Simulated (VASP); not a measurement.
# Te3Ru (P4/mmm) in VASP: notebook

Runs on Te3Ru. Level: PBE. Tasks: single point.

All numbers are computed with VASP 6.6.1; they aren't measurements. Logs are shortened: lines on timing, memory, paths and dates and some standing lists are left out, and cuts for length are marked.

## Step 1: The cell of the first run

It takes space group P4/mmm (No. 123, tetragonal). The conventional cell has a = 3.151 Å, b = 3.151 Å, c = 10.773 Å, α = 90.00°, β = 90.00°, γ = 90.00°. Within 3.3 Å of Te (site symmetry 4mm) lie 1 Ru at 2.52 Å and 4 Te at 3.15 Å. Te (site symmetry 4/mmm) has 12 Te at 3.15 to 3.63 Å within 4.1 Å. Ru (site symmetry 4/mmm) has 2 Te at 2.52 Å and 4 Ru at 3.15 Å within 3.3 Å.

The cell was generated, and may not be a known phase.

## Step 2: Single point, PBE

INCAR reads:

```
ALGO = Normal ; EDIFF = 1E-6
ENCUT = 520 ; GGA = PE
ISIF = 2 ; ISMEAR = 0
LASPH = True ; LCHARG = True
LELF = True ; LREAL = False
LVHAR = True ; LWAVE = False
NBANDS = 24 ; NELM = 80
PREC = Accurate ; SIGMA = 0.1
```

KPOINTS reads:

```
k-points
0
Gamma
  4 4 4
```

POSCAR reads:

```
Te3Ru
1.0
    3.1506870904      0.0000000000      0.0000000000
    0.0000000000      3.1506870904      0.0000000000
    0.0000000000      0.0000000000     10.7729515465
Te Ru
3 1
Direct
    0.5000000000      0.5000000000      0.2662141819
    0.5000000000      0.5000000000      0.7337858181
    0.0000000000      0.0000000000      0.0000000000
    0.5000000000      0.5000000000      0.5000000000
```

Potentials or basis: VASP PAW PBE potentials, release 64 (Te, Ru_pv).

Command:

```sh
> cat potpaw_PBE.64/Te/POTCAR potpaw_PBE.64/Ru_pv/POTCAR > POTCAR
> mpirun -np 1 vasp_std > vasp.out
```

OUTCAR:

```text
EDIFF = 1E-6
   ENCUT = 520
   GGA = PE
   ISIF = 2
   ISMEAR = 0
   LASPH = True
   LREAL = False
   NELM = 80
   PREC = Accurate

 ion  position               nearest neighbor table
   1  0.500  0.500  0.266-   4 2.52   3 3.63   3 3.63   3 3.63   3 3.63
   2  0.500  0.500  0.734-   4 2.52   3 3.63   3 3.63   3 3.63   3 3.63
   3  0.000  0.000  0.000-   1 3.63   2 3.63   1 3.63   2 3.63   1 3.63   2 3.63   1 3.63   2 3.63

   4  0.500  0.500  0.500-   1 2.52   2 2.52

  LATTYP: Found a simple tetragonal cell.
 ALAT       =     3.1506870904
 C/A-ratio  =     3.4192388001

  Lattice vectors:

 A1 = (   3.1506870904,   0.0000000000,   0.0000000000)
 A2 = (   0.0000000000,   3.1506870904,   0.0000000000)
 A3 = (   0.0000000000,   0.0000000000,  10.7729515465)

Analysis of symmetry for initial positions (statically):
=====================================================================
 Subroutine PRICEL returns:
 Original cell was already a primitive cell.

 Routine SETGRP: Setting up the symmetry group for a
 simple tetragonal supercell.

 Subroutine GETGRP returns: Found 16 space group operations
 (whereof 16 operations were pure point group operations)
 out of a pool of 16 trial point group operations.

The static configuration has the point symmetry D_4h.

Analysis of symmetry for dynamics (positions and initial velocities):
=====================================================================
 Subroutine PRICEL returns:
 Original cell was already a primitive cell.

 Routine SETGRP: Setting up the symmetry group for a
 simple tetragonal supercell.

 Subroutine GETGRP returns: Found 16 space group operations
 (whereof 16 operations were pure point group operations)
 out of a pool of 16 trial point group operations.

The dynamic configuration has the point symmetry D_4h.

 Subroutine INISYM returns: Found 16 space group operations
 (whereof 16 operations are pure point group operations),
 and found     1 'primitive' translations

----------------------------------------------------------------------------------------

                                     Primitive cell

  volume of cell :     106.9412

  direct lattice vectors                    reciprocal lattice vectors
[... 79 lines left out ...]
   LNONCOLLINEAR =      F non collinear calculations
   LSORBIT =      F    spin-orbit coupling
   LASPH  =      T    aspherical Exc in radial PAW
   ENCUT  =  520.0 eV  38.22 Ry    6.18 a.u.   5.86  5.86 20.03*2*pi/ulx,y,z
   NELM   =     80;   NELMIN=  2; NELMDL= -5     # of ELM steps
   EDIFF  = 0.1E-05   stopping-criterion for ELM
   LREAL  =      F    real-space projection
   EDIFFG = 0.1E-04   stopping-criterion for IOM
   NSW    =      0    number of steps for IOM
   IBRION =     -1    ionic relax: 0-MD 1-quasi-New 2-CG
   NFREE  =      0    steps in history (QN), initial steepest desc. (CG)
   ISIF   =      2    stress and relaxation
   ISYM   =      2    0-nonsym 1-usesym 2-fastsym
   POTIM  = 0.5000    time-step for ionic-motion
   TEBEG  =    0.0;   TEEND  =   0.0 temperature during run
   PSTRESS=    0.0 pullay stress
   NELECT =      32.0000    total number of electrons
   NUPDOWN=      -1.0000    fix difference up-down
   EMIN   =  10.00;   EMAX   =-10.00  energy-range for DOS
   EFERMI =   0.00;   METHOD = LEGACY
   ISMEAR =     0;   SIGMA  =   0.10  broadening in eV -4-tet -1-fermi 0-gaus
   EFERMI_NEDOS =   21; number of points for ismear=-14 and -15
   IALGO  =     38    algorithm
   IMIX   =      4    mixing-type and parameters
     AMIX     =   0.40;   BMIX     =  1.00
     AMIX_MAG =   1.60;   BMIX_MAG =  1.00
  volume/ion in A,a.u.               =      26.74       180.42
  Fermi-wavevector in a.u.,A,eV,Ry     =   1.094989  2.069229 16.313396  1.199001
  Thomas-Fermi vector in A             =   2.231304
   LORBIT       =      0    0 simple, 1 ext, 2 COOP (PROOUT), +10 PAW based schemes
   GGA     = PE    functional components
   LHFCALC =     F    Hartree Fock is set to
   AEXX    =    0.0000 exact exchange contribution
   IVDW    =     0    specifies the selected vdW correction
   LEPSILON=     F    determine dielectric tensor
   LRPA    =     F    only Hartree local field effects (RPA)
 non-spin polarized calculation
 Gauss-broadening in eV      SIGMA  =   0.10
  energy-cutoff  :      520.00
  volume of cell :      106.94
 maximum number of plane-waves:      2944
 NGX is ok and might be reduce to    24
   NGX = 11   NGY = 11   NGZ = 41

 number of electron      31.9999994 magnetization

 Free energy of the ion-electron system (eV)
  ---------------------------------------------------
  ext. energy  EPLUGINS =         0.00000000
  ---------------------------------------------------
  free energy    TOTEN  =       -15.96508624 eV

  energy without entropy =      -15.91996774  energy(sigma->0) =      -15.94252699

 E-fermi :   7.1211     XC(G=0): -10.2331

 val. band max:        7.0804864318   @ k =   0.5000   0.0000   0.0000
 cond. band min:       7.1259756903   @ k =   0.5000   0.2500   0.5000
 fundamental gap:      0.0454892584
 Fermi energy:         7.1211177555

 k-point     1 :       0.0000    0.0000    0.0000
  band No.  band energies     occupation
      1     -35.0432      2.00000
      2     -34.7487      2.00000
      3     -34.7487      2.00000
      4      -6.2681      2.00000
      5      -5.6321      2.00000
      6      -4.6794      2.00000
[... 475 lines left out ...]
     23      11.2745      0.00000
     24      11.7474      0.00000

------------------------ aborting loop because EDIFF is reached ----------------------------------------

  FORCE on cell =-STRESS in cart. coord.  units (eV):
  Direction    XX          YY          ZZ          XY          YZ          ZX
  --------------------------------------------------------------------------------------
  -------------------------------------------------------------------------------------
  Total       -0.0671701     -0.0671701     -0.0556886      0.0000000      0.0000000      0.0000000
  in kB       -1.0063327     -1.0063327     -0.8343180      0.0000000      0.0000000      0.0000000
  external PRESSURE =      -0.9489945 kB  Pullay stress =       0.0000000 kB

 VOLUME and BASIS-vectors are now :
 -----------------------------------------------------------------------------
  energy-cutoff  :      520.00
  volume of cell :      106.94
      direct lattice vectors                 reciprocal lattice vectors
     3.150687090  0.000000000  0.000000000     0.317391087  0.000000000  0.000000000
     0.000000000  3.150687090  0.000000000     0.000000000  0.317391087  0.000000000
     0.000000000  0.000000000 10.772951546     0.000000000  0.000000000  0.092825072

 POSITION                                       TOTAL-FORCE (eV/Angst)
 -----------------------------------------------------------------------------------
      1.57534      1.57534      2.86791         0.000000      0.000000      0.015553
      1.57534      1.57534      7.90504         0.000000      0.000000     -0.015553
      0.00000      0.00000      0.00000         0.000000     -0.000000      0.000000
      1.57534      1.57534      5.38648         0.000000     -0.000000      0.000000
 -----------------------------------------------------------------------------------
    total drift:                                0.000000     -0.000000     -0.000000

  FREE ENERGIE OF THE ION-ELECTRON SYSTEM (eV)
  ---------------------------------------------------
  free  energy   TOTEN  =       -15.9650862379 eV

  energy  without entropy=      -15.9199677363  energy(sigma->0) =      -15.94252699
```

Wall time 28 s (1 thread of Intel Xeon Platinum 8488C (Sapphire Rapids), shared host); peak memory 0.22 GiB.

What came out:

| Property | Result |
| --- | --- |
| Free energy | -15.9651 eV |
| Pressure | -0.1 GPa |
| Largest force | 0.016 eV/Å |
| Band gap on the k mesh | zero (bands 16 and 17 overlap by 2.54 eV) |

Forces on the atoms (eV/Å):
```
Te   0.000  0.000  0.016
Te   0.000  0.000 -0.016
Te   0.000  0.000  0.000
Ru   0.000  0.000  0.000
```

Caveat: the k points lie up to 0.50 Å⁻¹ apart, too coarse for converged energies and pressures of a metal; spin-orbit coupling is left out, which moves the levels of the heavy elements; this functional lacks dispersion, which binds layers or chains, so the pressure and a relaxed spacing across them are unreliable.

## Step 3: Single point, PBE

This run uses another cell than the first one, of 30.77 Å³/atom.

INCAR reads:

```
PREC = Accurate
ENCUT = 520
EDIFF = 1E-6
ISMEAR = 0
SIGMA = 0.1
LREAL = False
LASPH = True
NELM = 80
ALGO = Normal
ISIF = 2
LWAVE = False
LCHARG = False
GGA = PE
NBANDS = 24
```

KPOINTS reads:

```
regular mesh
0
Gamma
  4 4 4
```

POSCAR reads:

```
Te3Ru
1.0
    4.4332599400      0.0000000000      0.0000000000
    0.0000000000      4.4332599400      0.0000000000
    0.0000000000      0.0000000000      6.2627736000
Te Ru
3 1
Direct
    0.5000000000      0.5000000000      0.1773010300
    0.5000000000      0.5000000000      0.8226989700
    0.0000000000      0.0000000000      0.0000000000
    0.5000000000      0.5000000000      0.5000000000
```

Potentials or basis: VASP PAW PBE potentials, release 64 (Te, Ru_pv).

Command:

```sh
> cat potpaw_PBE.64/Te/POTCAR potpaw_PBE.64/Ru_pv/POTCAR > POTCAR
> mpirun -np 1 vasp_std > vasp.out
```

OUTCAR:

```text
PREC = Accurate
   ENCUT = 520
   EDIFF = 1E-6
   ISMEAR = 0
   LREAL = False
   LASPH = True
   NELM = 80
   ISIF = 2
   GGA = PE

 ion  position               nearest neighbor table
   1  0.500  0.500  0.177-   4 2.02   2 2.22   3 3.33   3 3.33   3 3.33   3 3.33
   2  0.500  0.500  0.823-   4 2.02   1 2.22   3 3.33   3 3.33   3 3.33   3 3.33
   3  0.000  0.000  0.000-   1 3.33   2 3.33   1 3.33   2 3.33   1 3.33   2 3.33   1 3.33   2 3.33

   4  0.500  0.500  0.500-   1 2.02   2 2.02

  LATTYP: Found a simple tetragonal cell.
 ALAT       =     4.4332599400
 C/A-ratio  =     1.4126790860

  Lattice vectors:

 A1 = (   4.4332599400,   0.0000000000,   0.0000000000)
 A2 = (   0.0000000000,   4.4332599400,   0.0000000000)
 A3 = (   0.0000000000,   0.0000000000,   6.2627736000)

Analysis of symmetry for initial positions (statically):
=====================================================================
 Subroutine PRICEL returns:
 Original cell was already a primitive cell.

 Routine SETGRP: Setting up the symmetry group for a
 simple tetragonal supercell.

 Subroutine GETGRP returns: Found 16 space group operations
 (whereof 16 operations were pure point group operations)
 out of a pool of 16 trial point group operations.

The static configuration has the point symmetry D_4h.

Analysis of symmetry for dynamics (positions and initial velocities):
=====================================================================
 Subroutine PRICEL returns:
 Original cell was already a primitive cell.

 Routine SETGRP: Setting up the symmetry group for a
 simple tetragonal supercell.

 Subroutine GETGRP returns: Found 16 space group operations
 (whereof 16 operations were pure point group operations)
[... 112 lines left out ...]
   EMIN   =  10.00;   EMAX   =-10.00  energy-range for DOS
   EFERMI =   0.00;   METHOD = LEGACY
   ISMEAR =     0;   SIGMA  =   0.10  broadening in eV -4-tet -1-fermi 0-gaus
   EFERMI_NEDOS =   21; number of points for ismear=-14 and -15
   IALGO  =     38    algorithm
   IMIX   =      4    mixing-type and parameters
     AMIX     =   0.40;   BMIX     =  1.00
     AMIX_MAG =   1.60;   BMIX_MAG =  1.00
  volume/ion in A,a.u.               =      30.77       207.66
  Fermi-wavevector in a.u.,A,eV,Ry     =   1.044850  1.974479 14.853626  1.091711
  Thomas-Fermi vector in A             =   2.179620
   LORBIT       =      0    0 simple, 1 ext, 2 COOP (PROOUT), +10 PAW based schemes
   GGA     = PE    functional components
   LHFCALC =     F    Hartree Fock is set to
   AEXX    =    0.0000 exact exchange contribution
   IVDW    =     0    specifies the selected vdW correction
   LEPSILON=     F    determine dielectric tensor
   LRPA    =     F    only Hartree local field effects (RPA)
 non-spin polarized calculation
 Gauss-broadening in eV      SIGMA  =   0.10
  energy-cutoff  :      520.00
  volume of cell :      123.09
 maximum number of plane-waves:      3352
 NGX is ok and might be reduce to    36
   NGX = 17   NGY = 17   NGZ = 23

 number of electron      31.9999992 magnetization

 Free energy of the ion-electron system (eV)
  ---------------------------------------------------
  ext. energy  EPLUGINS =         0.00000000
  ---------------------------------------------------
  free energy    TOTEN  =        -5.80266468 eV

  energy without entropy =       -5.76585452  energy(sigma->0) =       -5.78425960

 E-fermi :   5.6058     XC(G=0):  -9.0895

 val. band max:        5.6051994094   @ k =   0.5000   0.0000   0.2500
 cond. band min:       5.6102456982   @ k =   0.5000   0.5000   0.5000
 fundamental gap:      0.0050462887
 Fermi energy:         5.6057879663

 k-point     1 :       0.0000    0.0000    0.0000
  band No.  band energies     occupation
      1     -37.2043      2.00000
      2     -35.5637      2.00000
      3     -35.5637      2.00000
      4      -9.9800      2.00000
      5      -4.4944      2.00000
      6      -3.9745      2.00000
[... 475 lines left out ...]
     23      13.0337      0.00000
     24      13.5220      0.00000

------------------------ aborting loop because EDIFF is reached ----------------------------------------

  FORCE on cell =-STRESS in cart. coord.  units (eV):
  Direction    XX          YY          ZZ          XY          YZ          ZX
  --------------------------------------------------------------------------------------
  -------------------------------------------------------------------------------------
  Total        1.4797253      1.4797253     88.5622264      0.0000000      0.0000000      0.0000000
  in kB       19.2609892     19.2609892   1152.7788583      0.0000000      0.0000000      0.0000000
  external PRESSURE =     397.1002789 kB  Pullay stress =       0.0000000 kB

 VOLUME and BASIS-vectors are now :
 -----------------------------------------------------------------------------
  energy-cutoff  :      520.00
  volume of cell :      123.09
      direct lattice vectors                 reciprocal lattice vectors
     4.433259940  0.000000000  0.000000000     0.225567644  0.000000000  0.000000000
     0.000000000  4.433259940  0.000000000     0.000000000  0.225567644  0.000000000
     0.000000000  0.000000000  6.262773600     0.000000000  0.000000000  0.159673663

 POSITION                                       TOTAL-FORCE (eV/Angst)
 -----------------------------------------------------------------------------------
      2.21663      2.21663      1.11040        -0.000000      0.000000     -1.536083
      2.21663      2.21663      5.15238         0.000000     -0.000000      1.536083
      0.00000      0.00000      0.00000         0.000000      0.000000      0.000000
      2.21663      2.21663      3.13139         0.000000      0.000000      0.000000
 -----------------------------------------------------------------------------------
    total drift:                                0.000000      0.000000      0.000000

  FREE ENERGIE OF THE ION-ELECTRON SYSTEM (eV)
  ---------------------------------------------------
  free  energy   TOTEN  =        -5.8026646766 eV

  energy  without entropy=       -5.7658545184  energy(sigma->0) =       -5.78425960
```

stdout:

```text
POSCAR found type information on POSCAR TeRu
 POSCAR found :  2 types and       4 ions
 scaLAPACK will be used
 LDA part: xc-table for (Slater+PW92), standard interpolation
 POSCAR, INCAR and KPOINTS ok, starting setup
 FFT: planning ... GRIDC
 FFT: planning ... GRID_SOFT
 FFT: planning ... GRID
 WAVECAR not read
 entering main loop
```

Run time: 35 s. Hardware: 1 thread of Intel Xeon Platinum 8488C (Sapphire Rapids), shared host; peak memory 0.26 GiB.

What came out:

| Quantity | Value |
| --- | --- |
| Free energy | -5.8027 eV |
| Pressure | 39.7 GPa |
| Largest force | 1.536 eV/Å |
| Band gap on the k mesh | zero (bands 16 and 17 overlap by 1.58 eV) |

Forces on the atoms (eV/Å):
```
Te   0.000  0.000 -1.536
Te   0.000  0.000  1.536
Te   0.000  0.000  0.000
Ru   0.000  0.000  0.000
```

Stress tensor (GPa, compression positive):
```
  1.93   0.00   0.00
  0.00   1.93   0.00
  0.00   0.00 115.28
```

Levels at points of the mesh, in eV from the Fermi level:
```csv
k point,band 14,band 15,band 16,band 17,band 18,band 19
"(0.00, 0.00, 0.00)",-0.63,-0.06,0.93,0.93,2.38,2.38
"(0.50, 0.00, 0.00)",-1.23,-0.70,-0.12,0.11,2.37,2.65
"(0.50, 0.50, 0.00)",0.06,0.27,1.36,1.36,1.36,1.36
"(0.00, 0.00, 0.50)",-0.71,-0.59,-0.06,0.02,1.34,1.92
"(0.50, 0.00, 0.50)",-0.56,-0.51,-0.45,-0.22,-0.22,1.32
"(0.50, 0.50, 0.50)",-1.80,-1.20,0.00,0.06,2.93,3.08
```

Caveat: the stress differs along the axes, from 2 to 115 GPa; spin-orbit coupling is left out, which moves the levels of the heavy elements; forces of over 1 eV/Å act on the atoms, so gaps and moduli don't describe the material at rest.

(Part 1 of 2 ends here.)

The gap in the log of VASP goes by the Fermi energy; the results here count the filled bands.